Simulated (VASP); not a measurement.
Input of a VASP 6.6.1 run:

Contents of POSCAR:

```
HfSiO4
1.0
    0.0000000000      4.1278531264      4.1278531264
    4.1278531264      0.0000000000      4.1278531264
    4.1278531264      4.1278531264      0.0000000000
Hf Si O
1 1 4
Direct
    0.0000000000      0.0000000000      0.0000000000
    0.7500000000      0.7500000000      0.7500000000
    0.8641703972      0.8641703972      0.4074888084
    0.8641703972      0.4074888084      0.8641703972
    0.4074888084      0.8641703972      0.8641703972
    0.8641703972      0.8641703972      0.8641703972
```

The input INCAR.step1:

```
SYSTEM = HfSiO4
  PREC = Accurate
  ENCUT = 520
  ISMEAR = 0
  SIGMA = 0.02
  LREAL = .FALSE.
  LASPH = .TRUE.
  NELM = 80
  NBANDS = 28
  GGA = PE
  ALGO = Normal
  EDIFF = 1E-4
  LWAVE = .TRUE.
  LCHARG = .FALSE.
```

File INCAR.step2:

```
SYSTEM = HfSiO4
  PREC = Accurate
  ENCUT = 520
  EDIFF = 1E-6
  ISMEAR = 0
  SIGMA = 0.02
  LREAL = .FALSE.
  LASPH = .TRUE.
  NELM = 80
  ALGO = Normal
  ISIF = 2
  LWAVE = .FALSE.
  LCHARG = .FALSE.
  METAGGA = R2SCAN
  LMIXTAU = .TRUE.
  NBANDS = 28
  ISTART = 1
```

Contents of KPOINTS:

```
Automatic mesh
0
G
  6 6 6
  0 0 0
```

Potentials or basis: VASP PAW PBE potentials, release 64 (Hf_pv, Si, O).

The run is started by

```console
$ cat potpaw_PBE.64/Hf_pv/POTCAR potpaw_PBE.64/Si/POTCAR potpaw_PBE.64/O/POTCAR > POTCAR
$ cp INCAR.step1 INCAR
$ mpirun -np 1 vasp_std > vasp.out
$ cp INCAR.step2 INCAR
$ mpirun -np 1 vasp_std > vasp.out
```

(1) What does it give for the pressure?

(2) Estimate the largest force.

(3) What does it give for the band gap on the k mesh?

Answers

(1) -2.9 GPa.

(2) 0.041 eV/Å.

(3) 5.33 eV, indirect (the least direct gap lies 3.3 meV higher).

Caveat: the PAW data sets were made with another functional, which shifts forces and pressure a little; spin-orbit coupling is left out, which moves the levels of the heavy elements.
